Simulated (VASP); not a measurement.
Write the native input for VASP 6.6.1 that does the following.

```yaml
Task: single point
Functional: BLYP
Dispersion: D3(BJ)
Potentials_or_basis: VASP PAW PBE potentials, release 64 (In_d, Bi_d)
Cutoff: 520 eV
k_mesh: 6 × 6 × 6, shifted
Occupations: fermi-dirac, width 0.15 eV
Spin: no spin polarisation
Dipole_correction: no
Further_INCAR_settings: ALGO = Normal; EDIFF = 1e-07; NBANDS = 36
```

The structure of InBi lies in POSCAR:

```
InBi
1.0
    4.9322049587      0.0000000000      0.0000000000
    0.0000000000      4.9322049587      0.0000000000
    0.0000000000      0.0000000000      4.9808479495
In Bi
2 2
Direct
    0.0000000000      0.0000000000      0.0000000000
    0.5000000000      0.5000000000      0.0000000000
    0.0000000000      0.5000000000      0.3904417529
    0.5000000000      0.0000000000      0.6095582471
```

These files were run (other wordings do the same):

INCAR

```
SYSTEM = InBi
PREC = Accurate ; ENCUT = 520
EDIFF = 1E-7 ; ISMEAR = -1
SIGMA = 0.15 ; LREAL = .False.
LASPH = .True. ; NELM = 100
ALGO = Normal ; ISIF = 2
LWAVE = .False. ; LCHARG = .True.
GGA = B5 ; ALDAX = 1.0
AGGAX = 1.0 ; AGGAC = 1.0
ALDAC = 0.0 ; IVDW = 12
VDW_S6 = 1.0 ; VDW_S8 = 2.6996
VDW_A1 = 0.4298 ; VDW_A2 = 4.2359
LELF = .True. ; LVHAR = .True.
NBANDS = 36
```

KPOINTS

```
Automatic mesh
0
Gamma
  6 6 6
  0.5 0.5 0.5
```

Potentials or basis: VASP PAW PBE potentials, release 64 (In_d, Bi_d).

Launch:

```sh
$ cat potpaw_PBE.64/In_d/POTCAR potpaw_PBE.64/Bi_d/POTCAR > POTCAR
$ mpirun -np 1 vasp_std > vasp.out
```

Results of the run:

| Item | Value |
| --- | --- |
| Pressure | 0.1 GPa |
| Dispersion energy per atom | -0.966 eV |

Caveat: the PAW data sets were made with another functional, which shifts forces and pressure a little.

It took 2.9 min on 1 thread of Intel Xeon 8259CL, with other jobs on the host, peak memory 0.28 GiB.
